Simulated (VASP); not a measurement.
# InAs in VASP: a series of runs

Runs on InAs. Level: PBE. Tasks: single point.

Everything below comes from runs of VASP 6.6.1. Logs are shortened: lines on timing, memory, paths and dates and some standing lists are left out, and cuts for length are marked.

### Step 1. The cell of the first run

It takes space group Fm-3m (No. 225, cubic). The conventional cell has a = 5.463 Å, b = 5.463 Å, c = 5.463 Å, α = 90.00°, β = 90.00°, γ = 90.00°. In (site symmetry m-3m) has 6 As at 2.73 Å within 3.6 Å. As (site symmetry m-3m) has 6 In at 2.73 Å within 3.6 Å.

### Step 2. Single point, PBE (strain -0.050 along x and y, -0.050 along z)

INCAR

```
PREC     = Accurate       # precision mode
ENCUT    = 520            # plane-wave cutoff, eV
EDIFF    = 1E-6           # SCF threshold, eV
ISMEAR   = 0              # smearing method
SIGMA    = 0.15           # smearing width, eV
LREAL    = F              # projectors in reciprocal space
LASPH    = T              # aspherical terms in the spheres
NELM     = 60             # most SCF steps
ALGO     = Normal         # electronic algorithm
ISIF     = 2              # what is computed and relaxed
LWAVE    = F              # write WAVECAR
LCHARG   = F              # write CHGCAR
GGA      = PE             # functional
NBANDS   = 16             # bands
```

KPOINTS

```
regular mesh
0
Gamma
  18 18 18
```

POSCAR

```
InAs
1.0
    0.0000000000      2.7315175793      2.7315175793
    2.7315175793      0.0000000000      2.7315175793
    2.7315175793      2.7315175793      0.0000000000
In As
1 1
Direct
    0.5000000000      0.5000000000      0.5000000000
    0.0000000000      0.0000000000      0.0000000000
```

Potentials or basis: VASP PAW PBE potentials, release 64 (In_d, As).

The run is started by

```sh
cat potpaw_PBE.64/In_d/POTCAR potpaw_PBE.64/As/POTCAR > POTCAR
mpirun -np 1 vasp_std > vasp.out
```

OUTCAR:

```text
PREC = Accurate
   ENCUT = 520
   EDIFF = 1E-6
   ISMEAR = 0
   LREAL = F
   LASPH = T
   NELM = 60
   ISIF = 2
   GGA = PE

 ion  position               nearest neighbor table
   1  0.500  0.500  0.500-   2 2.73   2 2.73   2 2.73   2 2.73   2 2.73   2 2.73
   2  0.000  0.000  0.000-   1 2.73   1 2.73   1 2.73   1 2.73   1 2.73   1 2.73

  LATTYP: Found a face centered cubic cell.
 ALAT       =     5.4630351586

  Lattice vectors:

 A1 = (   0.0000000000,   2.7315175793,   2.7315175793)
 A2 = (   2.7315175793,   0.0000000000,   2.7315175793)
 A3 = (   2.7315175793,   2.7315175793,   0.0000000000)

Analysis of symmetry for initial positions (statically):
=====================================================================
 Subroutine PRICEL returns:
 Original cell was already a primitive cell.

 Routine SETGRP: Setting up the symmetry group for a
 face centered cubic supercell.

 Subroutine GETGRP returns: Found 48 space group operations
 (whereof 48 operations were pure point group operations)
 out of a pool of 48 trial point group operations.

The static configuration has the point symmetry O_h .

Analysis of symmetry for dynamics (positions and initial velocities):
=====================================================================
 Subroutine PRICEL returns:
 Original cell was already a primitive cell.

 Routine SETGRP: Setting up the symmetry group for a
 face centered cubic supercell.

 Subroutine GETGRP returns: Found 48 space group operations
 (whereof 48 operations were pure point group operations)
 out of a pool of 48 trial point group operations.

The dynamic configuration has the point symmetry O_h .

 Subroutine INISYM returns: Found 48 space group operations
 (whereof 48 operations are pure point group operations),
 and found     1 'primitive' translations

----------------------------------------------------------------------------------------

                                     Primitive cell

  volume of cell :      40.7607

  direct lattice vectors                    reciprocal lattice vectors
     0.000000000  2.731517579  2.731517579    -0.183048428  0.183048428  0.183048428
     2.731517579  0.000000000  2.731517579     0.183048428 -0.183048428  0.183048428
     2.731517579  2.731517579  0.000000000     0.183048428  0.183048428 -0.183048428

  length of vectors
     3.862949207  3.862949207  3.862949207     0.317049178  0.317049178  0.317049178

  position of ions in fractional coordinates (direct lattice)
     0.500000000  0.500000000  0.500000000
     0.000000000  0.000000000  0.000000000

  ion indices of the primitive-cell ions
   primitive index   ion index
                 1           1
                 2           2

----------------------------------------------------------------------------------------

 KPOINTS: regular mesh

Automatic generation of k-mesh.
 Grid dimensions read from file:
 generate k-points for:   18   18   18

 Generating k-lattice:

  Cartesian coordinates                     Fractional coordinates (reciprocal lattice)
    -0.010169357  0.010169357  0.010169357     0.055555556  0.000000000  0.000000000
     0.010169357 -0.010169357  0.010169357     0.000000000  0.055555556  0.000000000
     0.010169357  0.010169357 -0.010169357     0.000000000  0.000000000  0.055555556

  Length of vectors
     0.017613843  0.017613843  0.017613843

  Shift w.r.t. Gamma in fractional coordinates (k-lattice)
     0.000000000  0.000000000  0.000000000

 Subroutine IBZKPT returns following result:
 ===========================================

 Found    195 irreducible k-points:

 Following reciprocal coordinates:
            Coordinates               Weight
  0.000000  0.000000  0.000000      1.000000
  0.055556  0.000000  0.000000      8.000000
  0.111111  0.000000  0.000000      8.000000
  0.166667  0.000000  0.000000      8.000000
  0.222222  0.000000  0.000000      8.000000
  0.277778  0.000000  0.000000      8.000000
[... 16 lines left out ...]
 -0.277778  0.055556  0.000000     24.000000
 -0.222222  0.055556  0.000000     24.000000
 [... further k-points ...]
   k-points           NKPTS =    195   k-points in BZ     NKDIM =    195   number of bands    NBANDS=     16
   number of dos      NEDOS =    301   number of ions     NIONS =      2
   total plane-waves  NPLWV =  27000
   dimension x,y,z NGX =    30 NGY =   30 NGZ =   30
   dimension x,y,z NGXF=    60 NGYF=   60 NGZF=   60
   ions per type =               1   1
   NGX,Y,Z   is equivalent  to a cutoff of  12.91, 12.91, 12.91 a.u.
   NGXF,Y,Z  is equivalent  to a cutoff of  25.82, 25.82, 25.82 a.u.
 SYSTEM =  unknown system
   PREC   = accura    normal or accurate (medium, high low for compatibility)
   ISTART =      0    job   : 0-new  1-cont  2-samecut
   ICHARG =      2    charge: 1-file 2-atom 10-const
   ISPIN  =      1    spin polarized calculation?
   LNONCOLLINEAR =      F non collinear calculations
   LSORBIT =      F    spin-orbit coupling
   LASPH  =      T    aspherical Exc in radial PAW
   ENCUT  =  520.0 eV  38.22 Ry    6.18 a.u.   7.18  7.18  7.18*2*pi/ulx,y,z
   NELM   =     60;   NELMIN=  2; NELMDL= -5     # of ELM steps
   EDIFF  = 0.1E-05   stopping-criterion for ELM
   LREAL  =      F    real-space projection
   EDIFFG = 0.1E-04   stopping-criterion for IOM
   NSW    =      0    number of steps for IOM
   IBRION =     -1    ionic relax: 0-MD 1-quasi-New 2-CG
   NFREE  =      0    steps in history (QN), initial steepest desc. (CG)
   ISIF   =      2    stress and relaxation
   ISYM   =      2    0-nonsym 1-usesym 2-fastsym
   POTIM  = 0.5000    time-step for ionic-motion
   TEBEG  =    0.0;   TEEND  =   0.0 temperature during run
   PSTRESS=    0.0 pullay stress
   NELECT =      18.0000    total number of electrons
   NUPDOWN=      -1.0000    fix difference up-down
   EMIN   =  10.00;   EMAX   =-10.00  energy-range for DOS
   EFERMI =   0.00;   METHOD = LEGACY
   ISMEAR =     0;   SIGMA  =   0.15  broadening in eV -4-tet -1-fermi 0-gaus
   EFERMI_NEDOS =   21; number of points for ismear=-14 and -15
   IALGO  =     38    algorithm
   IMIX   =      4    mixing-type and parameters
     AMIX     =   0.40;   BMIX     =  1.00
     AMIX_MAG =   1.60;   BMIX_MAG =  1.00
  volume/ion in A,a.u.               =      20.38       137.53
  Fermi-wavevector in a.u.,A,eV,Ry     =   1.246670  2.355866 21.146001  1.554187
  Thomas-Fermi vector in A             =   2.380837
   LORBIT       =      0    0 simple, 1 ext, 2 COOP (PROOUT), +10 PAW based schemes
   GGA     = PE    functional components
   LHFCALC =     F    Hartree Fock is set to
   AEXX    =    0.0000 exact exchange contribution
   IVDW    =     0    specifies the selected vdW correction
   LEPSILON=     F    determine dielectric tensor
   LRPA    =     F    only Hartree local field effects (RPA)
 non-spin polarized calculation
 Gauss-broadening in eV      SIGMA  =   0.15
  energy-cutoff  :      520.00
  volume of cell :       40.76
 maximum number of plane-waves:      1113
 NGX is ok and might be reduce to    30
   NGX = 15   NGY = 15   NGZ = 15

 number of electron      17.9999998 magnetization

 Free energy of the ion-electron system (eV)
  ---------------------------------------------------
  ext. energy  EPLUGINS =         0.00000000
  ---------------------------------------------------
  free energy    TOTEN  =        -7.07358679 eV

  energy without entropy =       -7.06253766  energy(sigma->0) =       -7.06806222

 E-fermi :   7.7999     XC(G=0): -10.8257

 val. band max:        7.7725882377   @ k =   0.3889   0.0556   0.0000
 cond. band min:       7.8050730912   @ k =   0.2778   0.1111   0.0556
 fundamental gap:      0.0324848535
 Fermi energy:         7.7999184054

 k-point     1 :       0.0000    0.0000    0.0000
  band No.  band energies     occupation
      1      -6.7800      2.00000
      2      -6.7800      2.00000
      3      -6.7517      2.00000
      4      -6.7517      2.00000
      5      -6.7517      2.00000
      6      -5.4725      2.00000
[... 8 lines left out ...]
     15      16.1134      0.00000
     16      16.1134      0.00000

 k-point     2 :       0.0556    0.0000    0.0000
  band No.  band energies     occupation
      1      -6.7821      2.00000
      2      -6.7821      2.00000
      3      -6.7520      2.00000
      4      -6.7496      2.00000
      5      -6.7496      2.00000
      6      -5.4317      2.00000
[... 8 lines left out ...]
     15      15.8516      0.00000
     16      16.0725      0.00000

 k-point     3 :       0.1111    0.0000    0.0000
  band No.  band energies     occupation
      1      -6.7891      2.00000
      2      -6.7891      2.00000
      3      -6.7531      2.00000
      4      -6.7426      2.00000
      5      -6.7426      2.00000
      6      -5.3098      2.00000
[... 8 lines left out ...]
     15      15.7423      0.00000
     16      15.8706      0.00000

 k-point     4 :       0.1667    0.0000    0.0000
  band No.  band energies     occupation
      1      -6.8008      2.00000
      2      -6.8008      2.00000
      3      -6.7553      2.00000
      4      -6.7306      2.00000
      5      -6.7306      2.00000
      6      -5.1090      2.00000
[... 8 lines left out ...]
     15      16.0531      0.00000
     16      16.0531      0.00000
[... 324 lines left out ...]
 k-point    22 :      -0.3333    0.0556    0.0000
  band No.  band energies     occupation
      1      -6.8555      2.00000
      2      -6.8542      2.00000
      3      -6.7670      2.00000
      4      -6.6828      2.00000
      5      -6.6771      2.00000
      6      -3.9389      2.00000
[... 8 lines left out ...]
     15      17.7359      0.00000
     16      19.2009      0.00000

 k-point    23 :      -0.2778    0.0556    0.0000
  band No.  band energies     occupation
      1      -6.8431      2.00000
      2      -6.8374      2.00000
      3      -6.7632      2.00000
      4      -6.6984      2.00000
      5      -6.6903      2.00000
      6      -4.3290      2.00000
[... 8 lines left out ...]
     15      16.9594      0.00000
     16      18.3475      0.00000

 k-point    24 :      -0.2222    0.0556    0.0000
  band No.  band energies     occupation
      1      -6.8283      2.00000
      2      -6.8198      2.00000
      3      -6.7594      2.00000
      4      -6.7146      2.00000
      5      -6.7055      2.00000
      6      -4.6861      2.00000
[... 8 lines left out ...]
     15      16.3048      0.00000
     16      17.5851      0.00000

 [... further k-points ...]
[... 5 lines left out ...]
  --------------------------------------------------------------------------------------
  -------------------------------------------------------------------------------------
  Total        3.5187149      3.5187149      3.5187149      0.0000000      0.0000000     -0.0000000
  in kB      138.3097078    138.3097078    138.3097078      0.0000000      0.0000000     -0.0000000
  external PRESSURE =     138.3097078 kB  Pullay stress =       0.0000000 kB

 VOLUME and BASIS-vectors are now :
 -----------------------------------------------------------------------------
  energy-cutoff  :      520.00
  volume of cell :       40.76
      direct lattice vectors                 reciprocal lattice vectors
     0.000000000  2.731517579  2.731517579    -0.183048428  0.183048428  0.183048428
     2.731517579  0.000000000  2.731517579     0.183048428 -0.183048428  0.183048428
     2.731517579  2.731517579  0.000000000     0.183048428  0.183048428 -0.183048428

 POSITION                                       TOTAL-FORCE (eV/Angst)
 -----------------------------------------------------------------------------------
      2.73152      2.73152      2.73152         0.000000     -0.000000      0.000000
      0.00000      0.00000      0.00000        -0.000000      0.000000     -0.000000
 -----------------------------------------------------------------------------------
    total drift:                                0.000000      0.000000      0.000000

  FREE ENERGIE OF THE ION-ELECTRON SYSTEM (eV)
  ---------------------------------------------------
  free  energy   TOTEN  =        -7.0735867913 eV

  energy  without entropy=       -7.0625376558  energy(sigma->0) =       -7.06806222
```

It took 69 s on 1 thread of Intel Xeon 6975P-C (Granite Rapids), shared host; peak memory 0.26 GiB.

What came out:

| Item | Value |
| --- | --- |
| Free energy | -7.0736 eV |
| Pressure | 13.8 GPa |
| Band gap on the k mesh | zero (band 9 reaches 8.24 eV, above the bottom of band 10 at 5.03 eV) |

Levels at points of the mesh, in eV from the Fermi level:
| k point | band 6 | band 7 | band 8 | band 9 | band 10 | band 11 | band 12 | band 13 |
| --- | --- | --- | --- | --- | --- | --- | --- | --- |
| (0.00, 0.00, 0.00) | -13.27 | -0.31 | -0.31 | -0.31 | 0.53 | 7.31 | 7.31 | 7.31 |
| (0.50, 0.00, 0.00) | -11.09 | -7.39 | 0.23 | 0.23 | 2.25 | 3.30 | 3.30 | 5.46 |
| (0.50, 0.50, 0.00) | -9.71 | -5.71 | -2.80 | -2.77 | -2.77 | 3.59 | 10.50 | 10.50 |

Caveat: the cell differs from its parent crystal (strain -0.050 along x and y, -0.050 along z); spin-orbit coupling is left out, which moves the levels of the heavy elements.

(Part 1 of 2 ends here.)
